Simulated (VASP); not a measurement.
A run of VASP 6.6.1 is set up as follows.

Contents of INCAR:

```
SYSTEM = ZrH3
ALGO = Normal
EDIFF = 1E-7
ENCUT = 520
GGA = PS
ISIF = 2
ISMEAR = 0
IVDW = 12
LASPH = .True.
LCHARG = .False.
LREAL = .False.
LWAVE = .False.
NBANDS = 16
NELM = 60
PREC = Accurate
SIGMA = 0.1
```

Contents of KPOINTS:

```
k-points
0
Gamma
  14 14 14
  0 0 0
```

The input POSCAR:

```
ZrH3
1.0
    3.0077174617      0.0000000000      0.0000000000
    0.0000000000      3.0077174617      0.0000000000
    0.0000000000      0.0000000000      3.0077174617
Zr H
1 3
Direct
    0.0000000000      0.0000000000      0.0000000000
    0.0000000000      0.5000000000      0.5000000000
    0.5000000000      0.0000000000      0.5000000000
    0.5000000000      0.5000000000      0.0000000000
```

Potentials or basis: VASP PAW PBE potentials, release 64 (Zr_sv, H).

Command:

```console
$ cat potpaw_PBE.64/Zr_sv/POTCAR potpaw_PBE.64/H/POTCAR > POTCAR
$ mpirun -np 1 vasp_std > vasp.out
```

Q: Predict the dispersion energy per atom.

A: -0.211 eV.

Q: Estimate the pressure.

A: 7.5 GPa.

Caveat: the PAW data sets were made with another functional, which shifts forces and pressure a little; pairwise dispersion overbinds metals, which lowers pressure and volume.
